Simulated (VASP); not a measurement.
Na3HSe, 5 atoms in the cell. The structure is cubic, space group Pm-3m (No. 221). Conventional cell: a = 4.548 Å, b = 4.548 Å, c = 4.548 Å, α = 90.00°, β = 90.00°, γ = 90.00°. Within 3.0 Å of Na (site symmetry 4/mmm) lie 2 H at 2.27 Å. Within 3.0 Å of H (site symmetry m-3m) lie 6 Na at 2.27 Å. Within 4.2 Å of Se (site symmetry m-3m) lie 12 Na at 3.22 Å and 8 H at 3.94 Å. 

| Quantity | Value |
| --- | --- |
| Program | VASP 6.6.1 |
| Task | single point |
| Functional | PBE |
| Potentials or basis | VASP PAW PBE potentials, release 64 (Na_pv, H, Se) |
| Cutoff | 520 eV |
| k mesh | 6 × 6 × 6 |
| Occupations | gaussian, width 0.05 eV |
| Spin | no spin polarisation |
| Dipole correction | no |
| Further INCAR settings | ALGO = Normal; EDIFF = 1e-07; NBANDS = 22 |

Potentials or basis: VASP PAW PBE potentials, release 64 (Na_pv, H, Se).

Launch:

```console
$ cat potpaw_PBE.64/Na_pv/POTCAR potpaw_PBE.64/H/POTCAR potpaw_PBE.64/Se/POTCAR > POTCAR
$ mpirun -np 1 vasp_std > vasp.out
```

Hardware: 1 thread of Intel(R) Xeon(R) Platinum 8259CL CPU @ 2.50GHz (Skylake/Cascade Lake), with other jobs on the host.

Task: Estimate the wall time of this run.

Result: Wall time 55 s on 1 thread of Intel(R) Xeon(R) Platinum 8259CL CPU @ 2.50GHz (Skylake/Cascade Lake), on a shared host, peak memory 0.21 GiB. Counts: scf iterations 14, k points 20.
